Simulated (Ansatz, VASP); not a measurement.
# Au: VASP beside Ansatz

The input INCAR:

```
SYSTEM = Au
ALGO = Normal
EDIFF = 1E-6
ENCUT = 520
GGA = PE
ISIF = 2
ISMEAR = -1
LASPH = .TRUE.
LCHARG = .FALSE.
LREAL = .FALSE.
LWAVE = .FALSE.
NBANDS = 12
NELM = 100
PREC = Accurate
SIGMA = 0.08
```

The input KPOINTS:

```
k-points
0
G
  16 16 16
  0 0 0
```

POSCAR

```
Au
1.0
   -1.3768574453      1.3768574453      1.3768574453
    1.3768574453     -1.3768574453      1.3768574453
    1.3768574453      1.3768574453     -1.3768574453
Au
1
Direct
    0.0000000000      0.0000000000      0.0000000000
```

Input for Ansatz:

```yaml
crystal:
  lattice:
    - [-1.3768574453, 1.3768574453, 1.3768574453]
    - [1.3768574453, -1.3768574453, 1.3768574453]
    - [1.3768574453, 1.3768574453, -1.3768574453]
  atoms:
    - { symbol: Au, position: [0.0, 0.0, 0.0] }
kpoints:
  mp_grid: { grid: [16, 16, 16] }
scf:
  occupations: { method: fermi_dirac, width: 0.08 }
hamiltonian:
  xc: pbe
  pseudopotentials: { kind: all_electron, lapw: { basis_error: 0.001 } }
output:
  forces: true
  stress: true
  eigenvalues: true
  populations: true
```

Change from the starting cell: volume scaled by 0.58, LAPW.

Alike in both runs: task single point; functional PBE; k mesh 16 × 16 × 16; occupations fermi-dirac, width 0.08 eV; no spin polarisation.

```csv
,VASP,Ansatz
version,VASP 6.6.1,Ansatz 0.2.0
potentials or method,"VASP PAW PBE potentials, release 64 (Au), cutoff 520 eV","all-electron LAPW, scalar-relativistic"
```

VASP gave:

| Property | Result |
| --- | --- |
| pressure (GPa) | 349.0 |

Q: Estimate Ansatz's values.

A: Pressure (GPa): 347.1.

Both programs put the cell under a high pressure, so it lies far from rest at this level. Ansatz ran all-electron here, and VASP with PAW potentials.

Spin-orbit coupling is off throughout. Noted on VASP's run: the cell as given lies far from equilibrium.
